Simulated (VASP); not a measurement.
# SiSn2O2 in VASP: single point with PBE+D3(BJ)

Aim: the single point of SiSn2O2 with PBE+D3(BJ).

Program: VASP 6.6.1. These are calculated values, not measurements. Logs are shortened: lines on timing, memory, paths and dates and some standing lists are left out, and cuts for length are marked.

### 1 The cell of the first run

The cell holds a slab with vacuum, 5 atoms: a = 3.820 Å, b = 3.820 Å, c = 17.863 Å, α = 90.00°, β = 90.00°, γ = 90.00°.

### 2 Single point, PBE+D3(BJ), collinear spin

INCAR

```
SYSTEM = SiSn2O2
  ALGO = Normal
  DIPOL = 0.5 0.5 0.330
  EDIFF = 1E-6
  ENCUT = 520
  GGA = PE
  IDIPOL = 3
  ISIF = 2
  ISMEAR = 0
  ISPIN = 2
  IVDW = 12
  LASPH = .TRUE.
  LCHARG = .FALSE.
  LDIPOL = .TRUE.
  LORBIT = 11
  LREAL = .FALSE.
  LWAVE = .FALSE.
  MAGMOM = 0 0 0 0 2
  NBANDS = 34
  NELM = 150
  PREC = Accurate
  SIGMA = 0.05
```

KPOINTS

```
k-points
0
G
  7 7 1
  0 0 0
```

POSCAR

```
SiSn2O2
1.0
    3.8201711355      0.0000000000      0.0000000000
    0.0000000000      3.8201711355      0.0000000000
    0.0000000000      0.0000000000     17.8630357197
Sn O Si
2 2 1
Direct
    0.5000000000      0.0000000000      0.2239261043
    0.0000000000      0.5000000000      0.3562124501
    0.0000000000      0.0000000000      0.2900692772
    0.5000000000      0.5000000000      0.2900692772
    0.0000000000      0.7500000000      0.4915694950
```

Potentials or basis: VASP PAW PBE potentials, release 64 (Sn_d, O, Si).

Command:

```sh
> cat potpaw_PBE.64/Sn_d/POTCAR potpaw_PBE.64/O/POTCAR potpaw_PBE.64/Si/POTCAR > POTCAR
> mpirun -np 1 vasp_std > vasp.out
```

OUTCAR:

```text
SYSTEM = SiSn2O2
   EDIFF = 1E-6
   ENCUT = 520
   GGA = PE
   ISIF = 2
   ISMEAR = 0
   ISPIN = 2
   IVDW = 12
   LASPH = .TRUE.
   LORBIT = 11
   LREAL = .FALSE.
   NELM = 150
   PREC = Accurate
 IVDW          = 12

 ion  position               nearest neighbor table
   1  0.500  0.000  0.224-   3 2.25   4 2.25   4 2.25   3 2.25   2 3.59   2 3.59   2 3.59   2 3.59

   2  0.000  0.500  0.356-   3 2.25   4 2.25   3 2.25   4 2.25   5 2.60   1 3.59   1 3.59   1 3.59
                             1 3.59
   3  0.000  0.000  0.290-   1 2.25   1 2.25   2 2.25   2 2.25
   4  0.500  0.500  0.290-   1 2.25   1 2.25   2 2.25   2 2.25
   5  0.000  0.750  0.492-   2 2.60

  LATTYP: Found a simple tetragonal cell.
 ALAT       =     3.8201711355
 C/A-ratio  =     4.6759778780

  Lattice vectors:

 A1 = (   3.8201711355,   0.0000000000,   0.0000000000)
 A2 = (   0.0000000000,   3.8201711355,   0.0000000000)
 A3 = (   0.0000000000,   0.0000000000,  17.8630357197)

Analysis of symmetry for initial positions (statically):
=====================================================================
 Subroutine PRICEL returns:
 Original cell was already a primitive cell.

 Routine SETGRP: Setting up the symmetry group for a
 simple tetragonal supercell.

 Subroutine GETGRP returns: Found  2 space group operations
 (whereof  2 operations were pure point group operations)
 out of a pool of 16 trial point group operations.

The static configuration has the point symmetry C_1h.

Analysis of symmetry for dynamics (positions and initial velocities):
=====================================================================
 Subroutine PRICEL returns:
 Original cell was already a primitive cell.

 Routine SETGRP: Setting up the symmetry group for a
 simple tetragonal supercell.

 Subroutine GETGRP returns: Found  2 space group operations
 (whereof  2 operations were pure point group operations)
 out of a pool of 16 trial point group operations.

The dynamic configuration has the point symmetry C_1h.

Analysis of structural, dynamic, and magnetic symmetry:
=====================================================================
 Subroutine PRICEL returns:
 Original cell was already a primitive cell.

 Routine SETGRP: Setting up the symmetry group for a
 simple tetragonal supercell.

 Subroutine GETGRP returns: Found  2 space group operations
 (whereof  2 operations were pure point group operations)
 out of a pool of 16 trial point group operations.

The overall configuration has the point symmetry C_1h.
[... 135 lines left out ...]

 number of electron      43.9999985 magnetization       0.0968615

 dipolmoment           0.000000      0.000000      0.092118 electrons x Angstroem

 Free energy of the ion-electron system (eV)
  ---------------------------------------------------
  ext. energy  EPLUGINS =         0.00000000
  ---------------------------------------------------
  free energy    TOTEN  =       -25.49713202 eV

  energy without entropy =      -25.49500760  energy(sigma->0) =      -25.49606981

 E-fermi :  -0.1682     XC(G=0):  -4.5189

 val. band max:       -0.1785330915   @ k =   0.2857   0.2857   0.0000
 cond. band min:      -0.1068540094   @ k =   0.4286   0.2857   0.0000
 fundamental gap:      0.0716790820
 Fermi energy:        -0.1681803263

 spin component 1

 k-point     1 :       0.0000    0.0000    0.0000
  band No.  band energies     occupation
      1     -22.6611      1.00000
      2     -22.3470      1.00000
      3     -22.3458      1.00000
      4     -22.3267      1.00000
      5     -22.3071      1.00000
      6     -22.2565      1.00000
[... 581 lines left out ...]
     33       6.7232      0.00000
     34       7.0349      0.00000
 Fermi energy:        -0.1681803263

 spin component 2

 k-point     1 :       0.0000    0.0000    0.0000
  band No.  band energies     occupation
      1     -22.6603      1.00000
      2     -22.3469      1.00000
      3     -22.3453      1.00000
      4     -22.3254      1.00000
      5     -22.3064      1.00000
      6     -22.2559      1.00000
[... 581 lines left out ...]
     33       6.7466      0.00000
     34       7.0413      0.00000

------------------------ aborting loop because EDIFF is reached ----------------------------------------

 vacuum level on the upper side and lower side of the slab       (xc-potential included)         0.445        -0.649

 Edisp (eV)   -0.87487

 E8    (eV) :    -0.3874

  FORCE on cell =-STRESS in cart. coord.  units (eV):
  Direction    XX          YY          ZZ          XY          YZ          ZX
  --------------------------------------------------------------------------------------
  -------------------------------------------------------------------------------------
  Total      -3.08104    -3.12702    -0.12203     0.00000    -0.42476     0.00000
  in kB     -18.93597   -19.21853    -0.74997     0.00000    -2.61055     0.00000
  external pressure =      -12.97 kB  Pullay stress =        0.00 kB

 VOLUME and BASIS-vectors are now :
 -----------------------------------------------------------------------------
  energy-cutoff  :      520.00
  volume of cell :      260.69
      direct lattice vectors                 reciprocal lattice vectors
     3.820171135  0.000000000  0.000000000     0.261768378  0.000000000  0.000000000
     0.000000000  3.820171135  0.000000000     0.000000000  0.261768378  0.000000000
     0.000000000  0.000000000 17.863035720     0.000000000  0.000000000  0.055981526

 POSITION                                       TOTAL-FORCE (eV/Angst)
 -----------------------------------------------------------------------------------
      1.91009      0.00000      4.00000         0.000000      0.046728     -0.033792
      0.00000      1.91009      6.36304         0.000000     -0.165803      0.002476
      0.00000      0.00000      5.18152         0.000000      0.279153     -0.113553
      1.91009      1.91009      5.18152         0.000000     -0.111902      0.168738
      0.00000      2.86513      8.78092         0.000000     -0.048175     -0.023869
 -----------------------------------------------------------------------------------
    total drift:                                0.000000      0.000119      0.001314

  FREE ENERGIE OF THE ION-ELECTRON SYSTEM (eV)
  ---------------------------------------------------
  free  energy   TOTEN  =       -26.3720040991 eV

  energy  without entropy=      -26.3698796839  energy(sigma->0) =      -26.37094189

 vacuum level on the upper side and lower side of the slab         4.396         3.284

 total charge

# of ion       s       p       d       tot
------------------------------------------
    1        1.280   0.766  10.054  12.101
    2        1.152   0.866  10.091  12.109
    3        1.581   3.419   0.000   4.999
    4        1.579   3.420   0.000   4.998
    5        0.934   0.569   0.000   1.504
--------------------------------------------------
tot          6.526   9.040  20.145  35.711

 magnetization (x)

# of ion       s       p       d       tot
------------------------------------------
    1       -0.000   0.001   0.000   0.001
    2       -0.001   0.003   0.001   0.003
    3        0.001   0.001   0.000   0.001
    4       -0.000   0.001   0.000   0.001
    5        0.001   0.023   0.000   0.024
--------------------------------------------------
tot          0.000   0.028   0.002   0.030
```

Run time: 5.5 min. Hardware: 1 thread of AMD EPYC 9R14 (Zen 4), shared host; peak memory 0.49 GiB.

Results:

```yaml
Free_energy: -26.3720 eV
Largest_force: 0.301 eV/Å
Net_moment: 0.10 μB per cell
Site_moments: Sn +0.00; O +0.00; Si +0.02 μB
Valence_electrons_inside_the_program's_atomic_spheres: Sn 12.10, 12.11; O 5.00; Si 1.50
Dispersion_energy_per_atom: -0.175 eV
```

Forces in eV/Å, atoms in the order of the input:
```
Sn   0.000  0.047 -0.034
Sn   0.000 -0.166  0.002
O    0.000  0.279 -0.114
O    0.000 -0.112  0.169
Si   0.000 -0.048 -0.024
```

Caveat: spin-orbit coupling is left out, which moves the levels of the heavy elements.
